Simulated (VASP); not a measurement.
# Ag (P6_3/mmc) in VASP: a series of runs

The runs below take Ag through single point, with r2SCAN.

All numbers are computed with VASP 6.6.1; they aren't measurements. Logs are shortened: lines on timing, memory, paths and dates and some standing lists are left out, and cuts for length are marked.

## Step 1: The cell of the first run

Symmetry: P6_3/mmc, No. 194, hexagonal system. Conventional cell: a = 2.907 Å, b = 2.907 Å, c = 4.738 Å, α = 90.00°, β = 90.00°, γ = 120.00°. Within 3.8 Å of Ag (site symmetry -6m2) lie 12 Ag at 2.90 to 2.91 Å.

This isn't the form of Ag at room conditions, which is fcc.

## Step 2: Single point, r2SCAN

File POSCAR:

```
Ag
1.0
    2.9073098841      0.0000000000      0.0000000000
   -1.4536549421      2.5178042163      0.0000000000
    0.0000000000      0.0000000000      4.7376913701
Ag
2
Direct
    0.3333333333      0.6666666667      0.7500000000
    0.6666666667      0.3333333333      0.2500000000
```

File INCAR.step1:

```
ALGO     = Normal         # electronic algorithm
EDIFF    = 1E-4           # SCF threshold, eV
ENCUT    = 520            # plane-wave cutoff, eV
GGA      = PE             # functional
ISMEAR   = 0              # smearing method
LASPH    = True           # aspherical terms in the spheres
LCHARG   = False          # write CHGCAR
LREAL    = False          # projectors in reciprocal space
LWAVE    = True           # write WAVECAR
NBANDS   = 18             # bands
NELM     = 60             # most SCF steps
PREC     = Accurate       # precision mode
SIGMA    = 0.05           # smearing width, eV
```

File INCAR.step2:

```
ALGO     = Normal         # electronic algorithm
EDIFF    = 1E-6           # SCF threshold, eV
ENCUT    = 520            # plane-wave cutoff, eV
ISIF     = 2              # what is computed and relaxed
ISMEAR   = 0              # smearing method
ISTART   = 1            
LASPH    = True           # aspherical terms in the spheres
LCHARG   = False          # write CHGCAR
LMIXTAU  = True         
LREAL    = False          # projectors in reciprocal space
LWAVE    = False          # write WAVECAR
METAGGA  = R2SCAN         # meta-GGA
NBANDS   = 18             # bands
NELM     = 60             # most SCF steps
PREC     = Accurate       # precision mode
SIGMA    = 0.05           # smearing width, eV
```

File KPOINTS:

```
k-points
0
Gamma
  16 16 10
```

Potentials or basis: VASP PAW PBE potentials, release 64 (Ag).

Launch:

```
$ cat potpaw_PBE.64/Ag/POTCAR > POTCAR
$ cp INCAR.step1 INCAR
$ mpirun -np 1 vasp_std > vasp.out
$ cp INCAR.step2 INCAR
$ mpirun -np 1 vasp_std > vasp.out
```

OUTCAR:

```text
EDIFF = 1E-6
   ENCUT = 520
   ISIF = 2
   ISMEAR = 0
   ISTART = 1
   LASPH = True
   LREAL = False
   METAGGA = R2SCAN
   NELM = 60
   PREC = Accurate

 ion  position               nearest neighbor table
   1  0.333  0.667  0.750-   2 2.90   2 2.90   2 2.90   2 2.90   2 2.90   2 2.90
   2  0.667  0.333  0.250-   1 2.90   1 2.90   1 2.90   1 2.90   1 2.90   1 2.90

  LATTYP: Found a hexagonal cell.
 ALAT       =     2.9073098841
 C/A-ratio  =     1.6295790813

  Lattice vectors:

 A1 = (   2.9073098841,   0.0000000000,   0.0000000000)
 A2 = (  -1.4536549421,   2.5178042163,   0.0000000000)
 A3 = (   0.0000000000,   0.0000000000,   4.7376913701)

Analysis of symmetry for initial positions (statically):
=====================================================================
 Subroutine PRICEL returns:
 Original cell was already a primitive cell.

 Routine SETGRP: Setting up the symmetry group for a
 hexagonal supercell.

 Subroutine GETGRP returns: Found 24 space group operations
 (whereof 12 operations were pure point group operations)
 out of a pool of 24 trial point group operations.

The static configuration has the point symmetry D_3d.
 The point group associated with its full space group is D_6h.

Analysis of symmetry for dynamics (positions and initial velocities):
=====================================================================
 Subroutine PRICEL returns:
 Original cell was already a primitive cell.

 Routine SETGRP: Setting up the symmetry group for a
 hexagonal supercell.

 Subroutine GETGRP returns: Found 24 space group operations
 (whereof 12 operations were pure point group operations)
 out of a pool of 24 trial point group operations.

The dynamic configuration has the point symmetry D_3d.
 The point group associated with its full space group is D_6h.

 Subroutine INISYM returns: Found 24 space group operations
 (whereof 12 operations are pure point group operations),
 and found     1 'primitive' translations

----------------------------------------------------------------------------------------

                                     Primitive cell

  volume of cell :      34.6801

  direct lattice vectors                    reciprocal lattice vectors
     2.907309884  0.000000000  0.000000000     0.343960582  0.198585735  0.000000000
    -1.453654942  2.517804216  0.000000000     0.000000000  0.397171469  0.000000000
     0.000000000  0.000000000  4.737691370     0.000000000  0.000000000  0.211073268

  length of vectors
     2.907309884  2.907309884  4.737691370     0.397171469  0.397171469  0.211073268

  position of ions in fractional coordinates (direct lattice)
     0.333333333  0.666666667  0.750000000
     0.666666667  0.333333333  0.250000000

  ion indices of the primitive-cell ions
   primitive index   ion index
                 1           1
                 2           2

----------------------------------------------------------------------------------------

 KPOINTS: k-points

Automatic generation of k-mesh.
 Grid dimensions read from file:
 generate k-points for:   16   16   10

 Generating k-lattice:

  Cartesian coordinates                     Fractional coordinates (reciprocal lattice)
     0.021497536  0.012411608  0.000000000     0.062500000  0.000000000  0.000000000
     0.000000000  0.024823217  0.000000000     0.000000000  0.062500000  0.000000000
     0.000000000  0.000000000  0.021107327     0.000000000  0.000000000  0.100000000

  Length of vectors
     0.024823217  0.024823217  0.021107327

  Shift w.r.t. Gamma in fractional coordinates (k-lattice)
     0.000000000  0.000000000  0.000000000

 Subroutine IBZKPT returns following result:
 ===========================================

 Found    180 irreducible k-points:

 Following reciprocal coordinates:
            Coordinates               Weight
  0.000000  0.000000  0.000000      1.000000
  0.062500  0.000000  0.000000      6.000000
  0.125000  0.000000  0.000000      6.000000
  0.187500  0.000000  0.000000      6.000000
  0.250000  0.000000  0.000000      6.000000
  0.312500  0.000000  0.000000      6.000000
[... 16 lines left out ...]
  0.187500  0.187500  0.000000      6.000000
  0.250000  0.187500  0.000000     12.000000
 [... further k-points ...]
   k-points           NKPTS =    180   k-points in BZ     NKDIM =    180   number of bands    NBANDS=     18
   number of dos      NEDOS =    301   number of ions     NIONS =      2
   total plane-waves  NPLWV =  20736
   dimension x,y,z NGX =    24 NGY =   24 NGZ =   36
   dimension x,y,z NGXF=    48 NGYF=   48 NGZF=   72
   ions per type =               2
   NGX,Y,Z   is equivalent  to a cutoff of  13.72, 13.72, 12.63 a.u.
   NGXF,Y,Z  is equivalent  to a cutoff of  27.45, 27.45, 25.26 a.u.
 SYSTEM =  unknown system
   PREC   = accura    normal or accurate (medium, high low for compatibility)
   ISTART =      1    job   : 0-new  1-cont  2-samecut
   ICHARG =      0    charge: 1-file 2-atom 10-const
   ISPIN  =      1    spin polarized calculation?
   LNONCOLLINEAR =      F non collinear calculations
   LSORBIT =      F    spin-orbit coupling
   LASPH  =      T    aspherical Exc in radial PAW
   ENCUT  =  520.0 eV  38.22 Ry    6.18 a.u.   5.41  5.41  8.81*2*pi/ulx,y,z
   NELM   =     60;   NELMIN=  2; NELMDL=  0     # of ELM steps
   EDIFF  = 0.1E-05   stopping-criterion for ELM
   LREAL  =      F    real-space projection
   EDIFFG = 0.1E-04   stopping-criterion for IOM
   NSW    =      0    number of steps for IOM
   IBRION =     -1    ionic relax: 0-MD 1-quasi-New 2-CG
   NFREE  =      0    steps in history (QN), initial steepest desc. (CG)
   ISIF   =      2    stress and relaxation
   ISYM   =      2    0-nonsym 1-usesym 2-fastsym
   POTIM  = 0.5000    time-step for ionic-motion
   TEBEG  =    0.0;   TEEND  =   0.0 temperature during run
   PSTRESS=    0.0 pullay stress
   NELECT =      22.0000    total number of electrons
   NUPDOWN=      -1.0000    fix difference up-down
   EMIN   =  10.00;   EMAX   =-10.00  energy-range for DOS
   EFERMI =   0.00;   METHOD = LEGACY
   ISMEAR =     0;   SIGMA  =   0.05  broadening in eV -4-tet -1-fermi 0-gaus
   EFERMI_NEDOS =   21; number of points for ismear=-14 and -15
   IALGO  =     38    algorithm
   IMIX   =      4    mixing-type and parameters
     AMIX     =   0.40;   BMIX     =  1.00
     AMIX_MAG =   1.60;   BMIX_MAG =  1.00
  volume/ion in A,a.u.               =      17.34       117.02
  Fermi-wavevector in a.u.,A,eV,Ry     =   1.406660  2.658201 26.921732  1.978691
  Thomas-Fermi vector in A             =   2.528998
   LORBIT       =      0    0 simple, 1 ext, 2 COOP (PROOUT), +10 PAW based schemes
   METAGGA = R2SCAN    functional components
   LHFCALC =     F    Hartree Fock is set to
   AEXX    =    0.0000 exact exchange contribution
   IVDW    =     0    specifies the selected vdW correction
   LEPSILON=     F    determine dielectric tensor
   LRPA    =     F    only Hartree local field effects (RPA)
 non-spin polarized calculation
 Gauss-broadening in eV      SIGMA  =   0.05
  energy-cutoff  :      520.00
  volume of cell :       34.68
 maximum number of plane-waves:       966
 NGX is ok and might be reduce to    24
   NGX = 11   NGY = 11   NGZ = 17

 number of electron      22.0000008 magnetization

 Free energy of the ion-electron system (eV)
  ---------------------------------------------------
  ext. energy  EPLUGINS =         0.00000000
  ---------------------------------------------------
  free energy    TOTEN  =       -42.70543580 eV

  energy without entropy =      -42.70444501  energy(sigma->0) =      -42.70494040

 E-fermi :   8.1498     XC(G=0): -12.8465

 val. band max:        8.1159817165   @ k =   0.3750   0.0625   0.5000
 cond. band min:       8.1538031197   @ k =   0.4375   0.0625   0.2000
 fundamental gap:      0.0378214032
 Fermi energy:         8.1497918211

 k-point     1 :       0.0000    0.0000    0.0000
  band No.  band energies     occupation
      1       0.3732      2.00000
      2       1.5812      2.00000
      3       3.1303      2.00000
      4       3.2153      2.00000
      5       3.2153      2.00000
      6       3.4529      2.00000
[... 10 lines left out ...]
     17      26.9595      0.00000
     18      26.9596      0.00000

 k-point     2 :       0.0625    0.0000    0.0000
  band No.  band energies     occupation
      1       0.4836      2.00000
      2       1.6436      2.00000
      3       3.0516      2.00000
      4       3.2726      2.00000
      5       3.2900      2.00000
      6       3.4320      2.00000
[... 10 lines left out ...]
     17      26.5625      0.00000
     18      27.3461      0.00000

 k-point     3 :       0.1250    0.0000    0.0000
  band No.  band energies     occupation
      1       0.8014      2.00000
      2       1.8073      2.00000
      3       2.9293      2.00000
      4       3.3410      2.00000
      5       3.4393      2.00000
      6       3.4694      2.00000
[... 10 lines left out ...]
     17      26.7953      0.00000
     18      27.6594      0.00000

 k-point     4 :       0.1875    0.0000    0.0000
  band No.  band energies     occupation
      1       1.2703      2.00000
      2       1.9844      2.00000
      3       2.8523      2.00000
      4       3.2194      2.00000
      5       3.2889      2.00000
      6       3.5385      2.00000
[... 375 lines left out ...]
      4       3.0738      2.00000
      5       3.4190      2.00000
      6       3.6926      2.00000
[... 10 lines left out ...]
     17      19.0070      0.00000
     18      23.5240      0.00000

 k-point    23 :       0.1875    0.1875    0.0000
  band No.  band energies     occupation
      1       2.2675      2.00000
      2       2.3480      2.00000
      3       2.4841      2.00000
      4       2.7071      2.00000
      5       3.1154      2.00000
      6       3.4046      2.00000
[... 10 lines left out ...]
     17      23.9428      0.00000
     18      24.2811      0.00000

 k-point    24 :       0.2500    0.1875    0.0000
  band No.  band energies     occupation
      1       2.2386      2.00000
      2       2.2591      2.00000
      3       2.3775      2.00000
      4       3.0169      2.00000
      5       3.0512      2.00000
      6       3.5377      2.00000
[... 10 lines left out ...]
     17      22.1930      0.00000
     18      23.0765      0.00000

 [... further k-points ...]
[... 5 lines left out ...]
  --------------------------------------------------------------------------------------
  -------------------------------------------------------------------------------------
  Total        0.0326165      0.0326165      0.0456671     -0.0000000     -0.0000000      0.0000000
  in kB        1.5068415      1.5068415      2.1097652     -0.0000000     -0.0000000      0.0000000
  external PRESSURE =       1.7078161 kB  Pullay stress =       0.0000000 kB

 VOLUME and BASIS-vectors are now :
 -----------------------------------------------------------------------------
  energy-cutoff  :      520.00
  volume of cell :       34.68
      direct lattice vectors                 reciprocal lattice vectors
     2.907309884  0.000000000  0.000000000     0.343960582  0.198585735  0.000000000
    -1.453654942  2.517804216  0.000000000     0.000000000  0.397171469  0.000000000
     0.000000000  0.000000000  4.737691370     0.000000000  0.000000000  0.211073268

 POSITION                                       TOTAL-FORCE (eV/Angst)
 -----------------------------------------------------------------------------------
     -0.00000      1.67854      3.55327        -0.000000     -0.000000      0.000000
      1.45365      0.83927      1.18442         0.000000      0.000000      0.000000
 -----------------------------------------------------------------------------------
    total drift:                               -0.000000      0.000000     -0.000000

  FREE ENERGIE OF THE ION-ELECTRON SYSTEM (eV)
  ---------------------------------------------------
  free  energy   TOTEN  =       -42.7054357974 eV

  energy  without entropy=      -42.7044450060  energy(sigma->0) =      -42.70494040
```

It took 3.9 min on 1 thread of Intel Xeon 8259CL, shared host; peak memory 0.23 GiB.

Results:

```yaml
Free_energy: -42.7054 eV
Pressure: 0.2 GPa
Band_gap_on_the_k_mesh: zero (bands 11 and 12 overlap by 7.45 eV)
```

Caveat: the PAW data sets were made with another functional, which shifts forces and pressure a little.

## Step 3: Single point, r2SCAN

This run uses another cell than the first one, of 17.97 Å³/atom.

File POSCAR:

```
Ag
1.0
    2.9436090785      0.0000000000      0.0000000000
   -1.4718045393      2.5492402408      0.0000000000
    0.0000000000      0.0000000000      4.7898649675
Ag
2
Direct
    0.3333333333      0.6666666667      0.7500000000
    0.6666666667      0.3333333333      0.2500000000
```

File INCAR.step1:

```
PREC     = Accurate       # precision mode
ENCUT    = 520            # plane-wave cutoff, eV
ISMEAR   = 0              # smearing method
SIGMA    = 0.05           # smearing width, eV
LREAL    = F              # projectors in reciprocal space
LASPH    = T              # aspherical terms in the spheres
NELM     = 80             # most SCF steps
NBANDS   = 18             # bands
GGA      = PE             # functional
ALGO     = Normal         # electronic algorithm
EDIFF    = 1E-4           # SCF threshold, eV
LWAVE    = T              # write WAVECAR
LCHARG   = F              # write CHGCAR
```

File INCAR.step2:

```
PREC     = Accurate       # precision mode
ENCUT    = 520            # plane-wave cutoff, eV
EDIFF    = 1E-6           # SCF threshold, eV
ISMEAR   = 0              # smearing method
SIGMA    = 0.05           # smearing width, eV
LREAL    = F              # projectors in reciprocal space
LASPH    = T              # aspherical terms in the spheres
NELM     = 80             # most SCF steps
ALGO     = Normal         # electronic algorithm
ISIF     = 2              # what is computed and relaxed
LWAVE    = F              # write WAVECAR
LCHARG   = F              # write CHGCAR
METAGGA  = R2SCAN         # meta-GGA
LMIXTAU  = T            
NBANDS   = 18             # bands
ISTART   = 1
```

File KPOINTS:

```
regular mesh
0
Gamma
  16 16 10
```

Potentials or basis: VASP PAW PBE potentials, release 64 (Ag).

Launch:

```
$ cat potpaw_PBE.64/Ag/POTCAR > POTCAR
$ cp INCAR.step1 INCAR
$ mpirun -np 1 vasp_std > vasp.out
$ cp INCAR.step2 INCAR
$ mpirun -np 1 vasp_std > vasp.out
```

Wall time 4.3 min (1 thread of Intel Xeon 8259CL, shared host); peak memory 0.23 GiB.

The run converged. Its results:

```
Free energy            : -42.6934 eV
Pressure               : -3.2 GPa
Band gap on the k mesh : zero (bands 11 and 12 overlap by 7.31 eV)
```

Stress tensor (GPa, compression positive):
```
-3.24  0.00  0.00
 0.00 -3.24  0.00
 0.00  0.00 -3.11
```

Levels at points of the mesh, in eV from the Fermi level:
```csv
k point,band 9,band 10,band 11,band 12,band 13,band 14
"(0.00, 0.00, 0.00)",-4.30,-3.34,-3.34,-0.11,3.50,16.14
"(0.50, 0.00, 0.00)",-3.16,-3.09,0.18,1.49,7.01,7.26
"(0.00, 0.00, 0.50)",-3.63,-3.63,-3.63,-3.63,11.27,11.27
"(0.50, 0.00, 0.50)",-3.14,-3.14,0.95,0.95,4.47,4.47
```

Caveat: the cell stands under tension; the PAW data sets were made with another functional, which shifts forces and pressure a little.
